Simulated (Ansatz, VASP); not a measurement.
## Sn: VASP beside Ansatz

INCAR

```
SYSTEM = Sn
PREC = Accurate
ENCUT = 520
EDIFF = 1E-6
ISMEAR = 0
SIGMA = 0.15
LREAL = .False.
LASPH = .True.
NELM = 80
ALGO = Fast
ISIF = 2
LWAVE = .False.
LCHARG = .True.
GGA = PE
IVDW = 12
LELF = .True.
LVHAR = .True.
NBANDS = 21
```

Contents of KPOINTS:

```
Automatic mesh
0
Gamma
  18 18 12
  0 0 0
```

Contents of POSCAR:

```
Sn
1.0
   -1.7544065422      1.7546136957     -2.1674907473
   -1.7544065422      1.7546136957      2.1674907473
    3.5088130844      3.5092273914      0.0000000000
Sn
2
Direct
    0.0000000143      0.0000000143     -0.0241813406
    0.4999999857      0.4999999857      0.5241813406
```

Input for Ansatz:

```yaml
crystal:
  lattice:
    - [-1.7544065422, 1.7546136957, -2.1674907473]
    - [-1.7544065422, 1.7546136957, 2.1674907473]
    - [3.5088130844, 3.5092273914, 0.0]
  atoms:
    - { symbol: Sn, position: [1.43e-08, 1.43e-08, -0.0241813406] }
    - { symbol: Sn, position: [0.4999999857, 0.4999999857, 0.5241813406] }
basis:
  ecutwfc: 420
kpoints:
  mp_grid: { grid: [18, 18, 12] }
hamiltonian:
  xc: pbe
  dispersion: d3bj
scf:
  occupations: { method: gaussian, width: 0.15 }
output:
  forces: true
  stress: true
  eigenvalues: true
```

Change from the starting cell: mode 6 (102.9 1/cm) frozen in, largest displacement -0.120 Å.

Alike in both runs: task single point; functional PBE; dispersion D3(BJ); k mesh 18 × 18 × 12; occupations gaussian, width 0.15 eV; no spin polarisation.

|  | VASP | Ansatz |
| --- | --- | --- |
| version | VASP 6.6.1 | Ansatz 0.2.0 |
| potentials or method | VASP PAW PBE potentials, release 64 (Sn_d), cutoff 520 eV | scalar-relativistic, plane waves, PAW |
| valence electrons in the cell | 28 | 28 |

Ansatz gave:

* gap on the k mesh at the Fermi level (eV): none
* pressure (GPa): 1.1
* traceless stress, the component that is largest in VASP (GPa): 0.31
* rms of the force components (eV/Å): 0.315

Problem. Which values does VASP return?

Solution. gap on the k mesh at the Fermi level (eV): none; pressure (GPa): 1.1; traceless stress, the component that is largest in VASP (GPa): 0.32; rms of the force components (eV/Å): 0.317.

Atom by atom the forces differ by 0.002 eV/Å (rms over components). A gap of «none» marks a metal or a gap that the smearing closes.
